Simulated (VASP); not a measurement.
# SnO (Cmce) in VASP: single point with PBEsol

Aim: the single point of SnO with PBEsol.

All numbers are computed with VASP 6.6.1; they aren't measurements. Logs are shortened: lines on timing, memory, paths and dates and some standing lists are left out, and cuts for length are marked.

### Step 1. The cell of the first run

The typed cell holds 8 atoms: a = 3.837 Å, b = 3.837 Å, c = 10.403 Å, α = 90.00°, β = 90.00°, γ = 90.00°.

### Step 2. Single point, PBEsol

File INCAR:

```
ALGO = Normal
EDIFF = 1E-7
ENCUT = 520
GGA = PS
ISIF = 2
ISMEAR = 0
LASPH = True
LCHARG = False
LREAL = False
LWAVE = False
NBANDS = 50
NELM = 100
PREC = Accurate
SIGMA = 0.01
```

File KPOINTS:

```
k-points
0
Gamma
  6 6 2
```

File POSCAR:

```
SnO
1.0
    3.8373351844      0.0006497823      0.0000000000
   -0.0005892392      3.8373351942      0.0000000000
    0.0000000000      0.0000000000     10.4031907586
Sn O
4 4
Direct
    0.7499437315      0.2500562685      0.8609637092
    0.2500562685      0.7499437315      0.1390362908
    0.7500562685      0.2499437315      0.3609637092
    0.2499437315      0.7500562685      0.6390362908
    0.2500480356      0.2499519644      0.2500000000
    0.7499519644      0.7500480356      0.7500000000
    0.2499519644      0.2500480356      0.7500000000
    0.7500480356      0.7499519644      0.2500000000
```

Potentials or basis: VASP PAW PBE potentials, release 64 (Sn_d, O).

Started as:

```sh
$ cat potpaw_PBE.64/Sn_d/POTCAR potpaw_PBE.64/O/POTCAR > POTCAR
$ mpirun -np 1 vasp_std > vasp.out
```

OUTCAR:

```text
EDIFF = 1E-7
   ENCUT = 520
   GGA = PS
   ISIF = 2
   ISMEAR = 0
   LASPH = True
   LREAL = False
   NELM = 100
   PREC = Accurate

 ion  position               nearest neighbor table
   1  0.750  0.250  0.861-   7 2.24   6 2.24   7 2.24   6 2.24   4 3.56   4 3.56   4 3.56   4 3.56

   2  0.250  0.750  0.139-   8 2.24   5 2.24   8 2.24   5 2.24   3 3.56   3 3.56   3 3.56   3 3.56

   3  0.750  0.250  0.361-   5 2.24   8 2.24   5 2.24   8 2.24   2 3.56   2 3.56   2 3.56   2 3.56

   4  0.250  0.750  0.639-   6 2.24   7 2.24   6 2.24   7 2.24   1 3.56   1 3.56   1 3.56   1 3.56

   5  0.250  0.250  0.250-   3 2.24   2 2.24   3 2.24   2 2.24
   6  0.750  0.750  0.750-   4 2.24   1 2.24   4 2.24   1 2.24
   7  0.250  0.250  0.750-   1 2.24   4 2.24   1 2.24   4 2.24
   8  0.750  0.750  0.250-   2 2.24   3 2.24   2 2.24   3 2.24

  LATTYP: Found a base centered orthorhombic cell.
 ALAT       =     5.4267687284
 B/A-ratio  =     1.0000157775
 C/A-ratio  =     1.9170138400

  Lattice vectors:

 A1 = (   0.0005892392,  -3.8373351942,   0.0000000000)
 A2 = (   3.8373351844,   0.0006497823,   0.0000000000)
 A3 = (   0.0000000000,   0.0000000000,  10.4031907586)

Analysis of symmetry for initial positions (statically):
=====================================================================
 Subroutine PRICEL returns:
 Original cell was already a primitive cell.

 Routine SETGRP: Setting up the symmetry group for a
 base centered orthorhombic supercell.

 Subroutine GETGRP returns: Found  8 space group operations
 (whereof  4 operations were pure point group operations)
 out of a pool of  8 trial point group operations.

The static configuration has the point symmetry C_2h.
 The point group associated with its full space group is D_2h.

Analysis of symmetry for dynamics (positions and initial velocities):
=====================================================================
 Subroutine PRICEL returns:
 Original cell was already a primitive cell.

 Routine SETGRP: Setting up the symmetry group for a
 base centered orthorhombic supercell.

 Subroutine GETGRP returns: Found  8 space group operations
 (whereof  4 operations were pure point group operations)
 out of a pool of  8 trial point group operations.

The dynamic configuration has the point symmetry C_2h.
 The point group associated with its full space group is D_2h.

 Subroutine INISYM returns: Found  8 space group operations
 (whereof  4 operations are pure point group operations),
 and found     1 'primitive' translations

----------------------------------------------------------------------------------------

                                     Primitive cell

  volume of cell :     153.1885

  direct lattice vectors                    reciprocal lattice vectors
     3.837335184  0.000649782  0.000000000     0.260597505  0.000040016  0.000000000
    -0.000589239  3.837335194  0.000000000    -0.000044127  0.260597504  0.000000000
     0.000000000  0.000000000 10.403190759     0.000000000  0.000000000  0.096124355

  length of vectors
     3.837335239  3.837335239 10.403190759     0.260597508  0.260597508  0.096124355

  position of ions in fractional coordinates (direct lattice)
     0.749943731  0.250056269  0.860963709
     0.250056269  0.749943731  0.139036291
     0.750056269  0.249943731  0.360963709
     0.249943731  0.750056269  0.639036291
     0.250048036  0.249951964  0.250000000
     0.749951964  0.750048036  0.750000000
     0.249951964  0.250048036  0.750000000
     0.750048036  0.749951964  0.250000000

  ion indices of the primitive-cell ions
   primitive index   ion index
                 1           1
                 2           2
                 3           3
                 4           4
                 5           5
                 6           6
                 7           7
                 8           8

----------------------------------------------------------------------------------------

 KPOINTS: k-points

Automatic generation of k-mesh.
 Grid dimensions read from file:
 generate k-points for:    6    6    2

 Generating k-lattice:

  Cartesian coordinates                     Fractional coordinates (reciprocal lattice)
     0.043432917  0.000006669  0.000000000     0.166666667 -0.000000000  0.000000000
    -0.000007355  0.043432917  0.000000000    -0.000000000  0.166666667  0.000000000
     0.000000000  0.000000000  0.048062177     0.000000000  0.000000000  0.500000000

  Length of vectors
     0.043432918  0.043432918  0.048062177

  Shift w.r.t. Gamma in fractional coordinates (k-lattice)
     0.000000000  0.000000000  0.000000000

 Subroutine IBZKPT returns following result:
 ===========================================

 Found     26 irreducible k-points:

 Following reciprocal coordinates:
            Coordinates               Weight
  0.000000  0.000000  0.000000      1.000000
  0.166667  0.000000  0.000000      4.000000
  0.333333  0.000000  0.000000      4.000000
  0.500000  0.000000  0.000000      2.000000
  0.166667  0.166667  0.000000      2.000000
  0.333333  0.166667  0.000000      4.000000
[... 16 lines left out ...]
  0.333333  0.333333  0.500000      2.000000
  0.500000  0.333333  0.500000      4.000000
 [... further k-points ...]
   k-points           NKPTS =     26   k-points in BZ     NKDIM =     26   number of bands    NBANDS=     50
   number of dos      NEDOS =    301   number of ions     NIONS =      8
   total plane-waves  NPLWV =  72000
   dimension x,y,z NGX =    30 NGY =   30 NGZ =   80
   dimension x,y,z NGXF=    60 NGYF=   60 NGZF=  160
   ions per type =               4   4
   NGX,Y,Z   is equivalent  to a cutoff of  13.00, 13.00, 12.78 a.u.
   NGXF,Y,Z  is equivalent  to a cutoff of  25.99, 25.99, 25.57 a.u.
 SYSTEM =  unknown system
   PREC   = accura    normal or accurate (medium, high low for compatibility)
   ISTART =      0    job   : 0-new  1-cont  2-samecut
   ICHARG =      2    charge: 1-file 2-atom 10-const
   ISPIN  =      1    spin polarized calculation?
   LNONCOLLINEAR =      F non collinear calculations
   LSORBIT =      F    spin-orbit coupling
   LASPH  =      T    aspherical Exc in radial PAW
   ENCUT  =  520.0 eV  38.22 Ry    6.18 a.u.   7.13  7.13 19.34*2*pi/ulx,y,z
   NELM   =    100;   NELMIN=  2; NELMDL= -5     # of ELM steps
   EDIFF  = 0.1E-06   stopping-criterion for ELM
   LREAL  =      F    real-space projection
   EDIFFG = 0.1E-05   stopping-criterion for IOM
   NSW    =      0    number of steps for IOM
   IBRION =     -1    ionic relax: 0-MD 1-quasi-New 2-CG
   NFREE  =      0    steps in history (QN), initial steepest desc. (CG)
   ISIF   =      2    stress and relaxation
   ISYM   =      2    0-nonsym 1-usesym 2-fastsym
   POTIM  = 0.5000    time-step for ionic-motion
   TEBEG  =    0.0;   TEEND  =   0.0 temperature during run
   PSTRESS=    0.0 pullay stress
   NELECT =      80.0000    total number of electrons
   NUPDOWN=      -1.0000    fix difference up-down
   EMIN   =  10.00;   EMAX   =-10.00  energy-range for DOS
   EFERMI =   0.00;   METHOD = LEGACY
   ISMEAR =     0;   SIGMA  =   0.01  broadening in eV -4-tet -1-fermi 0-gaus
   EFERMI_NEDOS =   21; number of points for ismear=-14 and -15
   IALGO  =     38    algorithm
   IMIX   =      4    mixing-type and parameters
     AMIX     =   0.40;   BMIX     =  1.00
     AMIX_MAG =   1.60;   BMIX_MAG =  1.00
  volume/ion in A,a.u.               =      19.15       129.22
  Fermi-wavevector in a.u.,A,eV,Ry     =   1.318346  2.491313 23.647426  1.738037
  Thomas-Fermi vector in A             =   2.448323
   LORBIT       =      0    0 simple, 1 ext, 2 COOP (PROOUT), +10 PAW based schemes
   GGA     = PS    functional components
   LHFCALC =     F    Hartree Fock is set to
   AEXX    =    0.0000 exact exchange contribution
   IVDW    =     0    specifies the selected vdW correction
   LEPSILON=     F    determine dielectric tensor
   LRPA    =     F    only Hartree local field effects (RPA)
 non-spin polarized calculation
 Gauss-broadening in eV      SIGMA  =   0.01
  energy-cutoff  :      520.00
  volume of cell :      153.19
 maximum number of plane-waves:      4150
 NGX is ok and might be reduce to    30
   NGX = 15   NGY = 15   NGZ = 39

 number of electron      80.0000035 magnetization

 Free energy of the ion-electron system (eV)
  ---------------------------------------------------
  ext. energy  EPLUGINS =         0.00000000
  ---------------------------------------------------
  free energy    TOTEN  =       -48.30873660 eV

  energy without entropy =      -48.30873660  energy(sigma->0) =      -48.30873660

 E-fermi :   6.0310     XC(G=0):  -9.9698

 val. band max:        5.9055978876   @ k =   0.0000   0.0000   0.0000
 cond. band min:       6.5247729665   @ k =   0.5000   0.5000   0.0000
 fundamental gap:      0.6191750788
 Fermi energy:         6.0309840383

 k-point     1 :       0.0000    0.0000    0.0000
  band No.  band energies     occupation
      1     -15.7749      2.00000
      2     -15.7682      2.00000
      3     -15.3748      2.00000
      4     -15.3681      2.00000
      5     -15.3581      2.00000
      6     -15.3581      2.00000
[... 42 lines left out ...]
     49      11.2484      0.00000
     50      11.2484      0.00000

 k-point     2 :       0.1667    0.0000    0.0000
  band No.  band energies     occupation
      1     -15.7615      2.00000
      2     -15.7569      2.00000
      3     -15.3965      2.00000
      4     -15.3850      2.00000
      5     -15.3552      2.00000
      6     -15.3531      2.00000
[... 42 lines left out ...]
     49      11.2027      0.00000
     50      11.4323      0.00000

 k-point     3 :       0.3333    0.0000    0.0000
  band No.  band energies     occupation
      1     -15.7243      2.00000
      2     -15.7238      2.00000
      3     -15.5436      2.00000
      4     -15.5322      2.00000
      5     -15.3555      2.00000
      6     -15.3494      2.00000
[... 1102 lines left out ...]
     49      11.4505      0.00000
     50      11.4505      0.00000

 k-point    24 :       0.5000    0.3333    0.5000
  band No.  band energies     occupation
      1     -15.6933      2.00000
      2     -15.6933      2.00000
      3     -15.6933      2.00000
      4     -15.6933      2.00000
      5     -15.3364      2.00000
      6     -15.3364      2.00000
[... 42 lines left out ...]
     49      12.0376      0.00000
     50      12.0383      0.00000

 [... further k-points ...]

------------------------ aborting loop because EDIFF is reached ----------------------------------------

  FORCE on cell =-STRESS in cart. coord.  units (eV):
  Direction    XX          YY          ZZ          XY          YZ          ZX
  --------------------------------------------------------------------------------------
  -------------------------------------------------------------------------------------
  Total       -1.7976094     -1.7976102     -1.7526181     -0.0011035      0.0000000      0.0000000
  in kB      -18.8009535    -18.8009610    -18.3303953     -0.0115409      0.0000000      0.0000000
  external PRESSURE =     -18.6441033 kB  Pullay stress =       0.0000000 kB

 VOLUME and BASIS-vectors are now :
 -----------------------------------------------------------------------------
  energy-cutoff  :      520.00
  volume of cell :      153.19
      direct lattice vectors                 reciprocal lattice vectors
     3.837335184  0.000649782  0.000000000     0.260597505  0.000040016  0.000000000
    -0.000589239  3.837335194  0.000000000    -0.000044127  0.260597504  0.000000000
     0.000000000  0.000000000 10.403190759     0.000000000  0.000000000  0.096124355

 POSITION                                       TOTAL-FORCE (eV/Angst)
 -----------------------------------------------------------------------------------
      2.87764      0.96004      8.95677         0.000166     -0.000166      0.082940
      0.95911      2.87795      1.44642        -0.000166      0.000166     -0.082940
      2.87807      0.95961      3.75517        -0.000166      0.000166      0.082940
      0.95868      2.87838      6.64802         0.000166     -0.000166     -0.082940
      0.95937      0.95931      2.60080         0.000042     -0.000042     -0.000000
      2.87738      2.87867      7.80239        -0.000042      0.000042     -0.000000
      0.95900      0.95968      7.80239        -0.000042      0.000042     -0.000000
      2.87774      2.87830      2.60080         0.000042     -0.000042     -0.000000
 -----------------------------------------------------------------------------------
    total drift:                                0.000000      0.000000      0.000000

  FREE ENERGIE OF THE ION-ELECTRON SYSTEM (eV)
  ---------------------------------------------------
  free  energy   TOTEN  =       -48.3087365987 eV

  energy  without entropy=      -48.3087365987  energy(sigma->0) =      -48.30873660
```

Wall time 6.8 min (1 thread of Intel Xeon 8259CL, shared host); peak memory 0.35 GiB.

Results:

| Property | Result |
| --- | --- |
| Free energy | -48.3087 eV |
| Pressure | -1.9 GPa |
| Largest force | 0.083 eV/Å |
| Band gap on the k mesh | 0.62 eV |

Forces in eV/Å, atoms in the order of the input:
```
Sn   0.000  0.000  0.083
Sn   0.000  0.000 -0.083
Sn   0.000  0.000  0.083
Sn   0.000  0.000 -0.083
O    0.000  0.000  0.000
O    0.000  0.000  0.000
O    0.000  0.000  0.000
O    0.000  0.000  0.000
```

Caveat: the PAW data sets were made with another functional, which shifts forces and pressure a little; spin-orbit coupling is left out, which moves the levels of the heavy elements. A k mesh can miss the band edges.
